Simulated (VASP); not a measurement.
Crystal: Pd.

```xyz
1
Lattice="0.0000 1.9202 1.9202 1.9202 0.0000 1.9202 1.9202 1.9202 0.0000" Properties=species:S:1:pos:R:3 pbc="T T T"
Pd    0.0000    0.0000    0.0000
```

Base run:

- Program: VASP 6.6.1
- Functional: BLYP
- Dispersion: D4
- Potentials or basis: VASP PAW PBE potentials, release 64 (Pd)
- Cutoff: 520 eV
- k mesh: 12 × 12 × 12
- Occupations: fermi-dirac, width 0.05 eV
- Spin: no spin polarisation

Its results: band gap on the k mesh zero (band 5 reaches 11.33 eV, above the bottom of band 6 at 9.61 eV); pressure 17.8 GPa.

**Question.** After a change of settings the same cell gave: band gap on the k mesh zero (band 5 reaches 11.33 eV, above the bottom of band 6 at 9.61 eV); pressure 9.9 GPa. Which change was it?
A. functional from BLYP to PBE; dispersion from D4 to none
B. dispersion from D4 to D3(BJ); further incar settings from ALGO = Fast; EDIFF = 1e-06; NBANDS = 11 to ALGO = Normal; EDIFF = 1e-07; NBANDS = 11
C. functional from BLYP to PBE; dispersion from D4 to D3(BJ)
D. functional from BLYP to revPBE; dispersion from D4 to none

**Answer.** B.

Caveats: the PAW data sets were made with another functional, which shifts forces and pressure a little; pairwise dispersion overbinds metals, which lowers pressure and volume.
